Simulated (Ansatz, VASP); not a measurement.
# Te in VASP and in Ansatz

POSCAR

```
Te
1.0
    4.4540000000      0.0000000000      0.0000000000
   -2.2270000000      3.8572771485      0.0000000000
    0.0000000000      0.0000000000      5.9240000000
Te
3
Direct
    0.7310000000      0.7310000000      0.0000000000
    0.0000000000      0.2690000000      0.6666666667
    0.2690000000      0.0000000000      0.3333333333
```

The input INCAR.step1:

```
PREC = Accurate
ENCUT = 520
EDIFF = 1E-5
ISMEAR = -1
SIGMA = 0.05
LREAL = False
LASPH = True
NELM = 80
ALGO = Normal
ISIF = 2
LWAVE = True
NBANDS = 16
GGA = PE
```

INCAR.step2

```
PREC = Accurate
ENCUT = 520
EDIFF = 1E-6
ISMEAR = -1
SIGMA = 0.05
LREAL = False
LASPH = True
NELM = 80
ALGO = Normal
ISIF = 2
LWAVE = False
LCHARG = True
METAGGA = R2SCAN
LHFCALC = True
AEXX = 0.5
LMIXTAU = True
PRECFOCK = Normal
LELF = True
LVHAR = True
NBANDS = 16
ISTART = 1
```

The input KPOINTS:

```
regular mesh
0
Gamma
  4 4 3
```

Contents of input.yaml:

```yaml
crystal:
  lattice:
    - [4.454, 0.0, 0.0]
    - [-2.227, 3.8572771485, 0.0]
    - [0.0, 0.0, 5.924]
  atoms:
    - { symbol: Te, position: [0.731, 0.731, 0.0] }
    - { symbol: Te, position: [0.0, 0.269, 0.6666666667] }
    - { symbol: Te, position: [0.269, 0.0, 0.3333333333] }
hamiltonian:
  xc: r2scan50
  pseudopotentials: { kind: paw }
kpoints:
  mp_grid: { grid: [4, 4, 3] }
  band_path:
    path:
      - [[0.0, 0.0, 0.0], [0.5, 0.0, 0.0], [0.3333333333, 0.3333333333, 0.0], [0.0, 0.0, 0.0], [0.0, 0.0, 0.5], [0.5, 0.0, 0.5], [0.3333333333, 0.3333333333, 0.5], [0.0, 0.0, 0.5]]
      - [[0.5, 0.0, 0.5], [0.5, 0.0, 0.0]]
      - [[0.3333333333, 0.3333333333, 0.0], [0.3333333333, 0.3333333333, 0.5]]
    npoints: 4
scf:
  occupations: { method: fermi_dirac, width: 0.05 }
  n_extra_bands: 7
output:
  forces: true
  stress: true
  eigenvalues: true
  fatbands: false
```

Alike in both runs: functional r2SCAN50; k mesh 4 × 4 × 3; occupations fermi-dirac, width 0.05 eV; no spin polarisation.

|  | VASP | Ansatz |
| --- | --- | --- |
| version | VASP 6.6.1 | Ansatz 0.2.0 |
| potentials or method | VASP PAW PBE potentials, release 64 (Te) | Ansatz PAW |
| plane-wave cutoff (eV) | 520 | 500 |
| valence electrons in the cell | 18 | 48 |
| task | single point | band structure |

VASP gave:

- gap on the k mesh at the Fermi level (eV): 3.21
- pressure (GPa): -3.0
- traceless stress, the component that is largest in VASP (GPa): -1.95
- rms of the force components (eV/Å): 0.573

Q: Estimate Ansatz's values.

A: gap on the k mesh at the Fermi level (eV): 3.14; pressure (GPa): -1.5; traceless stress, the component that is largest in VASP (GPa): -1.54; rms of the force components (eV/Å): 0.539.

VASP's potentials were made for PBE, not for r2SCAN50. Atom by atom the forces differ by 0.034 eV/Å (rms over components). VASP's potentials hold 18 valence electrons a cell and Ansatz's 48, so a difference there can come from the potentials and not from the codes.

Spin-orbit coupling is off throughout.
